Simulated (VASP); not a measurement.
# C (C2/m) in VASP: single point with r2SCAN

Aim: the single point of C with r2SCAN.

Program: VASP 6.6.1. These are calculated values, not measurements. Logs are shortened: lines on timing, memory, paths and dates and some standing lists are left out, and cuts for length are marked.

### Step 1. The cell of the first run

Symmetry: C2/m, No. 12, monoclinic system. The conventional cell has a = 4.360 Å, b = 2.518 Å, c = 4.360 Å, α = 90.00°, β = 109.47°, γ = 90.00°. Within 2.1 Å of C (site symmetry m) lie 4 C at 1.54 Å. C (site symmetry m) has 4 C at 1.54 Å within 2.1 Å.

### Step 2. Single point, r2SCAN (atoms displaced along a vibrational mode)

POSCAR

```
C
1.0
    0.0000000000     -1.7801417069     -1.7801417069
   -1.7801417069      0.0000000000     -1.7801417069
    1.7801417069      1.7801417069     -3.5602834138
C
4
Direct
    0.7362399152      0.7568800395      0.7500000059
    0.2637600848      0.2431199605      0.2499999941
    0.3612399152      0.3818800395      0.8750000059
    0.8887600848      0.8681199605      0.3749999941
```

INCAR.step1

```
SYSTEM = C
ALGO = Normal ; EDIFF = 1E-4
ENCUT = 520 ; GGA = PE
ISMEAR = 0 ; ISYM = 0
LASPH = .True. ; LCHARG = .False.
LREAL = .False. ; LWAVE = .True.
NBANDS = 16 ; NELM = 60
PREC = Accurate ; SIGMA = 0.05
```

INCAR.step2

```
SYSTEM = C
ALGO = Normal ; EDIFF = 1E-6
ENCUT = 520 ; ISIF = 2
ISMEAR = 0 ; ISTART = 1
ISYM = 0 ; LASPH = .True.
LCHARG = .True. ; LELF = .True.
LMIXTAU = .True. ; LREAL = .False.
LVHAR = .True. ; LWAVE = .False.
METAGGA = R2SCAN ; NBANDS = 16
NELM = 60 ; PREC = Accurate
SIGMA = 0.05
```

KPOINTS

```
k-points
0
Gamma
  12 12 10
  0 0 0
```

Potentials or basis: VASP PAW PBE potentials, release 64 (C).

Launch:

```sh
$ cat potpaw_PBE.64/C/POTCAR > POTCAR
$ cp INCAR.step1 INCAR
$ mpirun -np 1 vasp_std > vasp.out
$ cp INCAR.step2 INCAR
$ mpirun -np 1 vasp_std > vasp.out
```

OUTCAR:

```text
SYSTEM = C
   EDIFF = 1E-6
   ENCUT = 520
   ISIF = 2
   ISMEAR = 0
   ISTART = 1
   ISYM = 0
   LASPH = .True.
   LREAL = .False.
   METAGGA = R2SCAN
   NELM = 60
   PREC = Accurate

 ion  position               nearest neighbor table
   1  0.736  0.757  0.750-   3 1.54   3 1.54   3 1.54   4 1.54
   2  0.264  0.243  0.250-   4 1.54   4 1.54   4 1.54   3 1.54
   3  0.361  0.382  0.875-   1 1.54   1 1.54   1 1.54   2 1.54
   4  0.889  0.868  0.375-   2 1.54   2 1.54   2 1.54   1 1.54

IMPORTANT INFORMATION: All symmetrisations will be switched off!
NOSYMM: (Re-)initialisation of all symmetry stuff for point group C_1.

----------------------------------------------------------------------------------------

                                     Primitive cell

  volume of cell :      22.5644

  direct lattice vectors                    reciprocal lattice vectors
     0.000000000 -1.780141707 -1.780141707     0.140438258 -0.421314773 -0.140438258
    -1.780141707  0.000000000 -1.780141707    -0.421314773  0.140438258 -0.140438258
     1.780141707  1.780141707 -3.560283414     0.140438258  0.140438258 -0.140438258

  length of vectors
     2.517500545  2.517500545  4.360438852     0.465781007  0.465781007  0.243246198

  position of ions in fractional coordinates (direct lattice)
     0.736239915  0.756880039  0.750000006
     0.263760085  0.243119961  0.249999994
     0.361239915  0.381880039  0.875000006
     0.888760085  0.868119961  0.374999994

  ion indices of the primitive-cell ions
   primitive index   ion index
                 1           1
                 2           2
                 3           3
                 4           4

----------------------------------------------------------------------------------------

 KPOINTS: k-points

Automatic generation of k-mesh.
 Grid dimensions read from file:
 generate k-points for:   12   12   10

 Generating k-lattice:

  Cartesian coordinates                     Fractional coordinates (reciprocal lattice)
     0.011703188 -0.035109564 -0.011703188     0.083333333  0.000000000  0.000000000
    -0.035109564  0.011703188 -0.011703188     0.000000000  0.083333333  0.000000000
     0.014043826  0.014043826 -0.014043826     0.000000000  0.000000000  0.100000000

  Length of vectors
     0.038815084  0.038815084  0.024324620

[... 74 lines left out ...]
   NELM   =     60;   NELMIN=  2; NELMDL=  0     # of ELM steps
   EDIFF  = 0.1E-05   stopping-criterion for ELM
   LREAL  =      F    real-space projection
   EDIFFG = 0.1E-04   stopping-criterion for IOM
   NSW    =      0    number of steps for IOM
   IBRION =     -1    ionic relax: 0-MD 1-quasi-New 2-CG
   NFREE  =      0    steps in history (QN), initial steepest desc. (CG)
   ISIF   =      2    stress and relaxation
   ISYM   =      0    0-nonsym 1-usesym 2-fastsym
   POTIM  = 0.5000    time-step for ionic-motion
   TEBEG  =    0.0;   TEEND  =   0.0 temperature during run
   PSTRESS=    0.0 pullay stress
   NELECT =      16.0000    total number of electrons
   NUPDOWN=      -1.0000    fix difference up-down
   EMIN   =  10.00;   EMAX   =-10.00  energy-range for DOS
   EFERMI =   0.00;   METHOD = LEGACY
   ISMEAR =     0;   SIGMA  =   0.05  broadening in eV -4-tet -1-fermi 0-gaus
   EFERMI_NEDOS =   21; number of points for ismear=-14 and -15
   IALGO  =     38    algorithm
   IMIX   =      4    mixing-type and parameters
     AMIX     =   0.40;   BMIX     =  1.00
     AMIX_MAG =   1.60;   BMIX_MAG =  1.00
  volume/ion in A,a.u.               =       5.64        38.07
  Fermi-wavevector in a.u.,A,eV,Ry     =   1.459846  2.758708 28.996044  2.131149
  Thomas-Fermi vector in A             =   2.576365
   LORBIT       =      0    0 simple, 1 ext, 2 COOP (PROOUT), +10 PAW based schemes
   METAGGA = R2SCAN    functional components
   LHFCALC =     F    Hartree Fock is set to
   AEXX    =    0.0000 exact exchange contribution
   IVDW    =     0    specifies the selected vdW correction
   LEPSILON=     F    determine dielectric tensor
   LRPA    =     F    only Hartree local field effects (RPA)
 non-spin polarized calculation
 Gauss-broadening in eV      SIGMA  =   0.05
  energy-cutoff  :      520.00
  volume of cell :       22.56
 maximum number of plane-waves:       624
   NGX =  9   NGY =  9   NGZ = 17

 number of electron      15.9999998 magnetization

 Free energy of the ion-electron system (eV)
  ---------------------------------------------------
  ext. energy  EPLUGINS =         0.00000000
  ---------------------------------------------------
  free energy    TOTEN  =       -39.28955452 eV

  energy without entropy =      -39.28955452  energy(sigma->0) =      -39.28955452

 E-fermi :  10.1162     XC(G=0): -14.2887

 val. band max:        9.8070147077   @ k =   0.0000   0.0000   0.0000
 cond. band min:      14.1698963466   @ k =  -0.3333  -0.3333   0.3000
 fundamental gap:      4.3628816389
 Fermi energy:        10.1161746473

 k-point     1 :       0.0000    0.0000    0.0000
  band No.  band energies     occupation
      1     -12.9775      2.00000
      2      -7.0002      2.00000
      3      -4.3061      2.00000
      4       6.8058      2.00000
      5       6.8107      2.00000
      6       9.7695      2.00000
[... 433 lines left out ...]
      3      -1.3364      2.00000
      4       1.5204      2.00000
      5       2.9719      2.00000
      6       3.8667      2.00000
[... 8 lines left out ...]
     15      23.4760      0.00000
     16      25.5572      0.00000

 [... further k-points ...]

------------------------ aborting loop because EDIFF is reached ----------------------------------------

  FORCE on cell =-STRESS in cart. coord.  units (eV):
  Direction    XX          YY          ZZ          XY          YZ          ZX
  --------------------------------------------------------------------------------------
  -------------------------------------------------------------------------------------
  Total        0.1641453      0.1171446      0.1641236      0.0106220     -0.0105962      0.0062749
  in kB       11.6550839      8.3178101     11.6535425      0.7542134     -0.7523819      0.4455476
  external PRESSURE =      10.5421455 kB  Pullay stress =       0.0000000 kB

 VOLUME and BASIS-vectors are now :
 -----------------------------------------------------------------------------
  energy-cutoff  :      520.00
  volume of cell :       22.56
      direct lattice vectors                 reciprocal lattice vectors
     0.000000000 -1.780141707 -1.780141707     0.140438258 -0.421314773 -0.140438258
    -1.780141707  0.000000000 -1.780141707    -0.421314773  0.140438258 -0.140438258
     1.780141707  1.780141707 -3.560283414     0.140438258  0.140438258 -0.140438258

 POSITION                                       TOTAL-FORCE (eV/Angst)
 -----------------------------------------------------------------------------------
     -0.01225      0.02449     -5.32818         0.165765     -0.338747     -0.165785
      0.01225     -0.02449     -1.79239        -0.172962      0.338304      0.172939
      0.87782      0.91457     -4.43811         0.172962     -0.338304     -0.172939
     -0.87782     -0.91457     -4.46260        -0.165765      0.338747      0.165785
 -----------------------------------------------------------------------------------
    total drift:                                0.000000     -0.000000     -0.000000

  FREE ENERGIE OF THE ION-ELECTRON SYSTEM (eV)
  ---------------------------------------------------
  free  energy   TOTEN  =       -39.2895545212 eV

  energy  without entropy=      -39.2895545212  energy(sigma->0) =      -39.28955452
```

OSZICAR.step1:

```text
N       E                     dE             d eps       ncg     rms          rms(c)
DAV:   1     0.201941823959E+02    0.20194E+02   -0.82556E+03 23216   0.972E+02
DAV:   2    -0.358708818194E+02   -0.56065E+02   -0.52027E+02 33720   0.187E+02
DAV:   3    -0.376329069227E+02   -0.17620E+01   -0.17573E+01 25968   0.285E+01
DAV:   4    -0.376390636958E+02   -0.61568E-02   -0.61563E-02 28472   0.212E+00
DAV:   5    -0.376390923385E+02   -0.28643E-04   -0.28643E-04 25368   0.126E-01    0.791E+00
DAV:   6    -0.366672988607E+02    0.97179E+00   -0.59756E-01 27160   0.488E+00    0.473E+00
DAV:   7    -0.363407347474E+02    0.32656E+00   -0.69351E-01 28968   0.546E+00    0.106E+00
DAV:   8    -0.363436471708E+02   -0.29124E-02   -0.13955E-02 26016   0.781E-01    0.593E-02
DAV:   9    -0.363437201103E+02   -0.72940E-04   -0.15724E-04 26912   0.947E-02
   1 F= -.36343720E+02 E0= -.36343720E+02  d E =-.108678E-13
```

Run time: 9.7 min. Hardware: 1 thread of Intel Xeon 8259CL, shared host; peak memory 0.26 GiB.

Results:

| Quantity | Value |
| --- | --- |
| Free energy | -39.2896 eV |
| Pressure | 1.1 GPa |
| Largest force | 0.417 eV/Å |
| Band gap on the k mesh | 4.36 eV |

Forces on the atoms (eV/Å):
```
C    0.166 -0.339 -0.166
C   -0.173  0.338  0.173
C    0.173 -0.338 -0.173
C   -0.166  0.339  0.166
```

Stress tensor (GPa, compression positive):
```
 1.17  0.08  0.04
 0.08  0.83 -0.08
 0.04 -0.08  1.17
```

Caveat: the cell differs from its parent crystal (atoms displaced along a vibrational mode); the PAW data sets were made with another functional, which shifts forces and pressure a little. A k mesh can miss the band edges.
